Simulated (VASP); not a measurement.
## AlN: single point with r2SCAN+D3(BJ)

Crystal: AlN.

```
Al N
1.0
     0.00000    2.18399    2.18399
     2.18399    0.00000    2.18399
     2.18399    2.18399    0.00000
Al N
1 1
Direct
  0.00000 0.00000 0.00000
  0.25000 0.25000 0.25000
```

```json
{
  "Program": "VASP 6.6.1",
  "Task": "single point",
  "Functional": "r2SCAN",
  "Dispersion": "D3(BJ)",
  "Potentials or basis": "VASP PAW PBE potentials, release 64 (Al, N)",
  "Cutoff": "520 eV",
  "k mesh": "10 × 10 × 10",
  "Occupations": "gaussian, width 0.1 eV",
  "Spin": "no spin polarisation",
  "Dipole correction": "no",
  "Further INCAR settings": "ALGO = Normal; EDIFF = 1e-07; NBANDS = 11"
}
```

```json
{
 "Pressure": "-2.1 GPa",
 "Band gap on the k mesh": "3.93 eV, indirect (least direct gap 4.89 eV)",
 "Dispersion energy per atom": "-0.127 eV"
}
```

Levels at points of the mesh, in eV from the valence-band top:
```csv
k point,band 1,band 2,band 3,band 4,band 5,band 6,band 7,band 8
"(0.00, 0.00, 0.00)",-15.74,0.00,0.00,0.00,4.89,13.52,13.52,13.52
"(0.50, 0.00, 0.00)",-13.73,-5.90,-0.49,-0.49,8.21,10.83,11.94,11.94
"(0.50, 0.50, 0.00)",-13.10,-4.95,-1.81,-1.81,3.93,9.48,15.20,16.96
```

Wall time 50 s on 1 thread of Intel Xeon 6975P-C, with other jobs on the host, peak memory 0.15 GiB.

Caveat: the PAW data sets were made with another functional, which shifts forces and pressure a little. r2SCAN opens gaps a little over a GGA but as a rule still falls short of measured ones.
